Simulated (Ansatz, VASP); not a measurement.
C in VASP and in Ansatz

```
C
1.0
     2.45589    0.09210    0.00000
    -1.14819    2.08082    0.00000
     0.00000    0.00000    7.04979
C
4
Direct
  0.00000 0.00000 0.00250
  0.00000 0.00000 0.50250
  0.33333 0.66667 0.00250
  0.66667 0.33333 0.50250
```

Change from the starting cell: strain +0.0750 x Voigt [0, 0, 0, 0, 0, 1], atoms carried along.

Alike in both runs: task single point; functional r2SCAN; k mesh 24 × 24 × 8; occupations gaussian, width 0.15 eV; no spin polarisation.

```csv
,VASP,Ansatz
version,VASP 6.6.1,Ansatz 0.2.0
potentials or method,"VASP PAW PBE potentials, release 64 (C), cutoff 520 eV","scalar-relativistic, plane waves, PAW"
valence electrons in the cell,16,16
```

|  | VASP | Ansatz | Ansatz less VASP |
| --- | --- | --- | --- |
| gap on the k mesh at the Fermi level (eV) | 0.10 | 0.10 | +0.001 |
| least direct gap on the mesh (eV) | 0.10 | 0.10 | +0.001 |
| pressure (GPa) | 2.6 | 2.0 | -0.65 |
| traceless stress, the component that is largest in VASP (GPa) | -34.26 | -34.10 | +0.164 |
| rms of the force components (eV/Å) | 0.512 | 0.497 | -0.0151 |

VASP's potentials were made for PBE, not for r2SCAN. Atom by atom the forces differ by 0.016 eV/Å (rms over components). With one functional, cell and mesh, what is left measures potentials, basis and numerics.
